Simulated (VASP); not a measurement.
# Pd (Fm-3m) in VASP: further runs

The runs below take Pd through single point, relaxation of cell and atoms, with LDA.

Program: VASP 6.6.1. These are calculated values, not measurements. Logs are shortened: lines on timing, memory, paths and dates and some standing lists are left out, and cuts for length are marked.

## 1. The cell of the first run

Symmetry: Fm-3m, No. 225, cubic system. The conventional cell has a = 3.838 Å, b = 3.838 Å, c = 3.838 Å, α = 90.00°, β = 90.00°, γ = 90.00°. Pd (site symmetry m-3m) has 12 Pd at 2.71 Å within 3.6 Å.

## 2. Single point, LDA

The input, INCAR:

```
  PREC = Accurate
  ENCUT = 520
  EDIFF = 1E-6
  ISMEAR = 1
  SIGMA = 0.05
  LREAL = F
  LASPH = T
  NELM = 80
  ALGO = Normal
  ISIF = 2
  LWAVE = F
  LCHARG = F
  GGA = CA
  NBANDS = 11
```

The input, KPOINTS:

```
Automatic mesh
0
Gamma
  10 10 10
```

The input, POSCAR:

```
Pd
1.0
    0.0000000000      1.9190402257      1.9190402257
    1.9190402257      0.0000000000      1.9190402257
    1.9190402257      1.9190402257      0.0000000000
Pd
1
Direct
    0.0000000000      0.0000000000      0.0000000000
```

Potentials or basis: VASP PAW LDA potentials, release 64 (Pd).

On the command line:

```sh
$ cat potpaw_LDA.64/Pd/POTCAR > POTCAR
$ mpirun -np 1 vasp_std > vasp.out
```

OUTCAR:

```text
PREC = Accurate
   ENCUT = 520
   EDIFF = 1E-6
   ISMEAR = 1
   LREAL = F
   LASPH = T
   NELM = 80
   ISIF = 2
   GGA = CA

 ion  position               nearest neighbor table
   1  0.000  0.000  0.000-

  LATTYP: Found a face centered cubic cell.
 ALAT       =     3.8380804514

  Lattice vectors:

 A1 = (   0.0000000000,   1.9190402257,   1.9190402257)
 A2 = (   1.9190402257,   0.0000000000,   1.9190402257)
 A3 = (   1.9190402257,   1.9190402257,   0.0000000000)

Analysis of symmetry for initial positions (statically):
=====================================================================
 Subroutine PRICEL returns:
 Original cell was already a primitive cell.

 Routine SETGRP: Setting up the symmetry group for a
 face centered cubic supercell.

 Subroutine GETGRP returns: Found 48 space group operations
 (whereof 48 operations were pure point group operations)
 out of a pool of 48 trial point group operations.

The static configuration has the point symmetry O_h .

Analysis of symmetry for dynamics (positions and initial velocities):
=====================================================================
 Subroutine PRICEL returns:
 Original cell was already a primitive cell.

 Routine SETGRP: Setting up the symmetry group for a
 face centered cubic supercell.

 Subroutine GETGRP returns: Found 48 space group operations
 (whereof 48 operations were pure point group operations)
 out of a pool of 48 trial point group operations.

The dynamic configuration has the point symmetry O_h .

 Subroutine INISYM returns: Found 48 space group operations
 (whereof 48 operations are pure point group operations),
 and found     1 'primitive' translations

----------------------------------------------------------------------------------------

                                     Primitive cell

  volume of cell :      14.1346

  direct lattice vectors                    reciprocal lattice vectors
     0.000000000  1.919040226  1.919040226    -0.260546909  0.260546909  0.260546909
     1.919040226  0.000000000  1.919040226     0.260546909 -0.260546909  0.260546909
     1.919040226  1.919040226  0.000000000     0.260546909  0.260546909 -0.260546909

  length of vectors
     2.713932714  2.713932714  2.713932714     0.451280485  0.451280485  0.451280485

  position of ions in fractional coordinates (direct lattice)
     0.000000000  0.000000000  0.000000000

  ion indices of the primitive-cell ions
   primitive index   ion index
                 1           1

----------------------------------------------------------------------------------------

 KPOINTS: Automatic mesh

Automatic generation of k-mesh.
 Grid dimensions read from file:
 generate k-points for:   10   10   10

 Generating k-lattice:

  Cartesian coordinates                     Fractional coordinates (reciprocal lattice)
    -0.026054691  0.026054691  0.026054691     0.100000000  0.000000000  0.000000000
     0.026054691 -0.026054691  0.026054691     0.000000000  0.100000000  0.000000000
     0.026054691  0.026054691 -0.026054691     0.000000000  0.000000000  0.100000000

  Length of vectors
     0.045128048  0.045128048  0.045128048

  Shift w.r.t. Gamma in fractional coordinates (k-lattice)
     0.000000000  0.000000000  0.000000000

 Subroutine IBZKPT returns following result:
 ===========================================

 Found     47 irreducible k-points:

 Following reciprocal coordinates:
            Coordinates               Weight
  0.000000  0.000000  0.000000      1.000000
  0.100000  0.000000  0.000000      8.000000
  0.200000  0.000000  0.000000      8.000000
  0.300000  0.000000  0.000000      8.000000
  0.400000  0.000000  0.000000      8.000000
  0.500000  0.000000  0.000000      4.000000
[... 16 lines left out ...]
  0.300000  0.300000  0.000000      6.000000
  0.400000  0.300000  0.000000     24.000000
 [... further k-points ...]
   k-points           NKPTS =     47   k-points in BZ     NKDIM =     47   number of bands    NBANDS=     11
   number of dos      NEDOS =    301   number of ions     NIONS =      1
   total plane-waves  NPLWV =   8000
   dimension x,y,z NGX =    20 NGY =   20 NGZ =   20
   dimension x,y,z NGXF=    40 NGYF=   40 NGZF=   40
   ions per type =               1
   NGX,Y,Z   is equivalent  to a cutoff of  12.25, 12.25, 12.25 a.u.
   NGXF,Y,Z  is equivalent  to a cutoff of  24.50, 24.50, 24.50 a.u.
 SYSTEM =  unknown system
   PREC   = accura    normal or accurate (medium, high low for compatibility)
   ISTART =      0    job   : 0-new  1-cont  2-samecut
   ICHARG =      2    charge: 1-file 2-atom 10-const
   ISPIN  =      1    spin polarized calculation?
   LNONCOLLINEAR =      F non collinear calculations
   LSORBIT =      F    spin-orbit coupling
   LASPH  =      T    aspherical Exc in radial PAW
   ENCUT  =  520.0 eV  38.22 Ry    6.18 a.u.   5.05  5.05  5.05*2*pi/ulx,y,z
   NELM   =     80;   NELMIN=  2; NELMDL= -5     # of ELM steps
   EDIFF  = 0.1E-05   stopping-criterion for ELM
   LREAL  =      F    real-space projection
   EDIFFG = 0.1E-04   stopping-criterion for IOM
   NSW    =      0    number of steps for IOM
   IBRION =     -1    ionic relax: 0-MD 1-quasi-New 2-CG
   NFREE  =      0    steps in history (QN), initial steepest desc. (CG)
   ISIF   =      2    stress and relaxation
   ISYM   =      2    0-nonsym 1-usesym 2-fastsym
   POTIM  = 0.5000    time-step for ionic-motion
   TEBEG  =    0.0;   TEEND  =   0.0 temperature during run
   PSTRESS=    0.0 pullay stress
   NELECT =      10.0000    total number of electrons
   NUPDOWN=      -1.0000    fix difference up-down
   EMIN   =  10.00;   EMAX   =-10.00  energy-range for DOS
   EFERMI =   0.00;   METHOD = LEGACY
   ISMEAR =     1;   SIGMA  =   0.05  broadening in eV -4-tet -1-fermi 0-gaus
   EFERMI_NEDOS =   21; number of points for ismear=-14 and -15
   IALGO  =     38    algorithm
   IMIX   =      4    mixing-type and parameters
     AMIX     =   0.40;   BMIX     =  1.00
     AMIX_MAG =   1.60;   BMIX_MAG =  1.00
  volume/ion in A,a.u.               =      14.13        95.38
  Fermi-wavevector in a.u.,A,eV,Ry     =   1.458750  2.756637 28.952523  2.127950
  Thomas-Fermi vector in A             =   2.575398
   LORBIT       =      0    0 simple, 1 ext, 2 COOP (PROOUT), +10 PAW based schemes
   GGA     = CA    functional components
   LHFCALC =     F    Hartree Fock is set to
   AEXX    =    0.0000 exact exchange contribution
   IVDW    =     0    specifies the selected vdW correction
   LEPSILON=     F    determine dielectric tensor
   LRPA    =     F    only Hartree local field effects (RPA)
 non-spin polarized calculation
 Methfessel and Paxton  Order N= 1 SIGMA  =   0.05
  energy-cutoff  :      520.00
  volume of cell :       14.13
 maximum number of plane-waves:       392
   NGX =  9   NGY =  9   NGZ =  9

 number of electron      10.0000005 magnetization

 Free energy of the ion-electron system (eV)
  ---------------------------------------------------
  ext. energy  EPLUGINS =         0.00000000
  ---------------------------------------------------
  free energy    TOTEN  =        -6.50918752 eV

  energy without entropy =       -6.50912418  energy(sigma->0) =       -6.50916641

 E-fermi :  10.3706     XC(G=0): -13.7776

 val. band max:       10.3561399140   @ k =   0.5000   0.1000   0.0000
 cond. band min:      10.4039476872   @ k =   0.5000   0.2000   0.0000
 fundamental gap:      0.0478077732
 Fermi energy:        10.3705924254

 k-point     1 :       0.0000    0.0000    0.0000
  band No.  band energies     occupation
      1       2.7664      2.00000
      2       7.2765      2.00000
      3       7.2765      2.00000
      4       7.2765      2.00000
      5       9.0414      2.00000
      6       9.0414      2.00000
      7      27.4775      0.00000
      8      32.4435      0.00000
      9      32.4435      0.00000
     10      32.4435      0.00000
     11      35.9869      0.00000

 k-point     2 :       0.1000    0.0000    0.0000
  band No.  band energies     occupation
      1       3.1373      2.00000
      2       7.1470      2.00000
      3       7.4035      2.00000
      4       7.4035      2.00000
      5       8.9838      2.00000
      6       8.9838      2.00000
      7      27.8759      0.00000
      8      30.4924      0.00000
      9      32.9007      0.00000
     10      32.9007      0.00000
     11      36.0183      0.00000

 k-point     3 :       0.2000    0.0000    0.0000
  band No.  band energies     occupation
      1       4.0660      2.00000
      2       7.0176      2.00000
      3       7.5994      2.00000
      4       7.5994      2.00000
      5       9.0148      2.00000
      6       9.0148      2.00000
      7      26.9001      0.00000
      8      28.7977      0.00000
      9      34.0177      0.00000
     10      34.0177      0.00000
     11      36.0272      0.00000

 k-point     4 :       0.3000    0.0000    0.0000
  band No.  band energies     occupation
      1       4.7260      2.00000
      2       7.5187      2.00000
      3       7.5187      2.00000
      4       7.8197      2.00000
      5       9.4738      2.00000
      6       9.4738      2.00000
      7      23.3312      0.00000
      8      28.2121      0.00000
      9      34.1014      0.00000
     10      34.1014      0.00000
     11      35.9896      0.00000
[... 239 lines left out ...]
 k-point    22 :      -0.2000    0.2000    0.0000
  band No.  band energies     occupation
      1       5.6479      2.00000
      2       6.5089      2.00000
      3       7.3721      2.00000
      4       8.2843      2.00000
      5       8.4367      2.00000
      6      11.0193     -0.00000
      7      24.9637      0.00000
      8      25.9720      0.00000
      9      31.0938      0.00000
     10      33.6633      0.00000
     11      35.2435      0.00000

 k-point    23 :       0.3000    0.3000    0.0000
  band No.  band energies     occupation
      1       5.1630      2.00000
      2       5.5780      2.00000
      3       9.0752      2.00000
      4       9.1861      2.00000
      5       9.1861      2.00000
      6       9.8506      2.00000
      7      27.2283      0.00000
      8      27.2283      0.00000
      9      27.7559      0.00000
     10      31.1406      0.00000
     11      32.9428      0.00000

 k-point    24 :       0.4000    0.3000    0.0000
  band No.  band energies     occupation
      1       5.1471      2.00000
      2       5.4279      2.00000
      3       8.7662      2.00000
      4       9.3229      2.00000
      5      10.2685      2.01397
      6      11.3786      0.00000
      7      24.2536      0.00000
      8      25.9985      0.00000
      9      26.1804      0.00000
     10      31.6794      0.00000
     11      33.9933      0.00000

 [... further k-points ...]

------------------------ aborting loop because EDIFF is reached ----------------------------------------

  FORCE on cell =-STRESS in cart. coord.  units (eV):
  Direction    XX          YY          ZZ          XY          YZ          ZX
  --------------------------------------------------------------------------------------
  -------------------------------------------------------------------------------------
  Total        0.0238263      0.0238263      0.0238263      0.0000000      0.0000000      0.0000000
  in kB        2.7007521      2.7007521      2.7007521      0.0000000      0.0000000      0.0000000
  external PRESSURE =       2.7007521 kB  Pullay stress =       0.0000000 kB

 VOLUME and BASIS-vectors are now :
 -----------------------------------------------------------------------------
  energy-cutoff  :      520.00
  volume of cell :       14.13
      direct lattice vectors                 reciprocal lattice vectors
     0.000000000  1.919040226  1.919040226    -0.260546909  0.260546909  0.260546909
     1.919040226  0.000000000  1.919040226     0.260546909 -0.260546909  0.260546909
     1.919040226  1.919040226  0.000000000     0.260546909  0.260546909 -0.260546909

 POSITION                                       TOTAL-FORCE (eV/Angst)
 -----------------------------------------------------------------------------------
      0.00000      0.00000      0.00000         0.000000      0.000000     -0.000000
 -----------------------------------------------------------------------------------
    total drift:                                0.000000      0.000000     -0.000000

  FREE ENERGIE OF THE ION-ELECTRON SYSTEM (eV)
  ---------------------------------------------------
  free  energy   TOTEN  =        -6.5091875174 eV

  energy  without entropy=       -6.5091241820  energy(sigma->0) =       -6.50916641
```

Run time: 11 s. Hardware: 1 thread of Intel Xeon 8259CL, shared host; peak memory 0.12 GiB.

Results:

```
Free energy            : -6.5092 eV
Pressure               : 0.3 GPa
Band gap on the k mesh : zero (band 5 reaches 10.68 eV, above the bottom of band 6 at 8.98 eV)
```

Levels at points of the mesh, in eV from the Fermi level:
| k point | band 3 | band 4 | band 5 | band 6 | band 7 | band 8 |
| --- | --- | --- | --- | --- | --- | --- |
| (0.00, 0.00, 0.00) | -3.09 | -3.09 | -1.33 | -1.33 | 17.11 | 22.07 |
| (0.50, 0.00, 0.00) | -3.14 | -0.03 | -0.03 | 0.82 | 7.58 | 16.49 |
| (0.50, 0.50, 0.00) | -0.05 | 0.30 | 0.30 | 3.22 | 11.15 | 13.27 |

## 3. Relaxation of cell and atoms, LDA

This run uses another cell than the first one, of 14.75 Å³/atom, 1.044 times its volume.

The input, INCAR:

```
SYSTEM = Pd
PREC     = Accurate       ! precision mode
ENCUT    = 600            ! plane-wave cutoff, eV
EDIFF    = 1E-7           ! SCF threshold, eV
ISMEAR   = 1              ! smearing method
SIGMA    = 0.05           ! smearing width, eV
LREAL    = .False.        ! projectors in reciprocal space
LASPH    = .True.         ! aspherical terms in the spheres
NELM     = 60             ! most SCF steps
ALGO     = Normal         ! electronic algorithm
ISIF     = 3              ! what is computed and relaxed
LWAVE    = .False.        ! write WAVECAR
LCHARG   = .False.        ! write CHGCAR
GGA      = CA             ! functional
IBRION   = 2              ! ionic algorithm
NSW      = 80             ! ionic steps
EDIFFG   = -0.03          ! ionic threshold
```

The input, KPOINTS:

```
Automatic mesh
0
Gamma
  10 10 10
  0 0 0
```

The input, POSCAR:

```
Pd
1.0
    0.0000000000      1.9465000000      1.9465000000
    1.9465000000      0.0000000000      1.9465000000
    1.9465000000      1.9465000000      0.0000000000
Pd
1
Direct
    0.0000000000      0.0000000000      0.0000000000
```

Potentials or basis: VASP PAW LDA potentials, release 64 (Pd).

On the command line:

```sh
$ cat potpaw_LDA.64/Pd/POTCAR > POTCAR
$ mpirun -np 1 vasp_std > vasp.out
```

Wall time 23 s (1 thread of Intel Xeon 8259CL, shared host); peak memory 0.14 GiB.

The run converged. Its results:

```
Free energy                            : -6.5096 eV
Relaxed volume                         : 14.16 Å³/atom
Relaxed cell                           : a = 2.716 Å, b = 2.716 Å, c = 2.716 Å, α = 60.00°, β = 60.00°, γ = 60.00°
Space group after relaxing (to 0.05 Å) : Fm-3m (No. 225)
Energy gained by relaxing              : 16.6 meV/atom
Ionic steps                            : 3
Pressure after relaxing                : -0.2 GPa
Band gap on the k mesh                 : zero (band 5 reaches 10.64 eV, above the bottom of band 6 at 8.95 eV)
```

The path:
```
step  energy change (eV)  largest force (eV/Å)  pressure (GPa)  volume (Å³)
   1              0.0000                0.0000           -8.51        14.75
   2              0.0436                0.0000           20.69        13.14
   3             -0.0166                0.0000           -0.22        14.16
```

Final structure:
```
Pd
1.0
     0.00000    1.92036    1.92036
     1.92036    0.00000    1.92036
     1.92036    1.92036    0.00000
Pd
1
Direct
  0.00000 0.00000 0.00000
```

Levels at points of the mesh, in eV from the Fermi level:
| k point | band 2 | band 3 | band 4 | band 5 | band 6 | band 7 | band 8 | band 9 |
| --- | --- | --- | --- | --- | --- | --- | --- | --- |
| (0.00, 0.00, 0.00) | -3.08 | -3.08 | -3.08 | -1.32 | -1.32 | 17.11 | 22.06 | 22.06 |
| (0.50, 0.00, 0.00) | -3.13 | -3.13 | -0.03 | -0.03 | 0.82 | 7.56 | 16.49 | 21.28 |
| (0.50, 0.50, 0.00) | -5.51 | -0.05 | 0.30 | 0.30 | 3.22 | 11.12 | 13.26 | 13.26 |

LDA usually gives volumes a few per cent too small. Zero-point motion and thermal expansion aren't in these numbers.
